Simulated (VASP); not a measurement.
Here is a VASP 6.6.1 calculation.

INCAR

```
ALGO = Normal
EDIFF = 1E-7
EDIFFG = -0.02
ENCUT = 600
GGA = PE
IBRION = 2
ISIF = 3
ISMEAR = -1
LASPH = T
LCHARG = F
LREAL = F
LWAVE = F
NELM = 80
NSW = 80
PREC = Accurate
PSTRESS = 100.0
SIGMA = 0.05
```

File KPOINTS:

```
k-points
0
Gamma
  11 11 9
```

The input POSCAR:

```
HfB2
1.0
    3.1400000000      0.0000000000      0.0000000000
   -1.5700000000      2.7193200000      0.0000000000
    0.0000000000      0.0000000000      3.4800000000
Hf B
1 2
Direct
    0.0000000000      0.0000000000      0.0000000000
    0.3333333333      0.6666666667      0.5000000000
    0.6666666667      0.3333333333      0.5000000000
```

Potentials or basis: VASP PAW PBE potentials, release 64 (Hf_pv, B).

Run with:

```sh
$ cat potpaw_PBE.64/Hf_pv/POTCAR potpaw_PBE.64/B/POTCAR > POTCAR
$ mpirun -np 1 vasp_std > vasp.out
```

Task: Predict the band gap on the k mesh.

Result: Zero (band 8 reaches 8.75 eV, above the bottom of band 9 at 7.41 eV).

Task: Estimate the relaxed cell.

Result: a = 3.107 Å, b = 3.107 Å, c = 3.438 Å, α = 90.00°, β = 90.00°, γ = 120.00°.

Task: What does it give for the relaxed volume?

Result: 9.58 Å³/atom.

Step by step:
| step | energy change (eV) | largest force (eV/Å) | pressure (GPa) | volume (Å³) |
| --- | --- | --- | --- | --- |
| 1 | 0.0000 | 0.0000 | 0.94 | 29.71 |
| 2 | 0.1836 | 0.0000 | 25.77 | 27.37 |
| 3 | 0.0314 | 0.0000 | 9.88 | 28.76 |
| 4 | 0.0326 | 0.0000 | 10.06 | 28.74 |
| 5 | 0.0328 | 0.0000 | 10.08 | 28.74 |

Caveat: the cell is relaxed towards a set pressure, so the enthalpy falls and the energy may rise; spin-orbit coupling is left out, which moves the levels of the heavy elements.
